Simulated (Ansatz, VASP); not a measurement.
BN in VASP and in Ansatz

```
B N
1.0
     2.55394    0.00000    0.00000
    -1.27697    2.21178    0.00000
     0.00000    0.00000    4.22685
B N
2 2
Direct
  0.54920 0.33333 0.07070
  0.33333 0.66667 0.49972
  0.66667 0.33333 0.62528
  0.33333 0.66667 0.12528
```

Alike in both runs: task single point; functional PBE; k mesh 12 × 12 × 6; occupations gaussian, width 0.05 eV; no spin polarisation.

|  | VASP | Ansatz |
| --- | --- | --- |
| version | VASP 6.6.1 | Ansatz 0.2.0 |
| potentials or method | VASP PAW PBE potentials, release 64 (B, N), cutoff 520 eV | scalar-relativistic, plane waves, PAW |
| valence electrons in the cell | 16 | 16 |

Ansatz gave:

| Property | Result |
| --- | --- |
| gap on the k mesh at the Fermi level (eV) | 3.26 |
| least direct gap on the mesh (eV) | 5.07 |
| rms of the force components (eV/Å) | 5.710 |

Task: Estimate VASP's values.

Result: gap on the k mesh at the Fermi level (eV): 3.25; least direct gap on the mesh (eV): 5.07; rms of the force components (eV/Å): 5.718.

Atom by atom the forces differ by 0.013 eV/Å (rms over components).
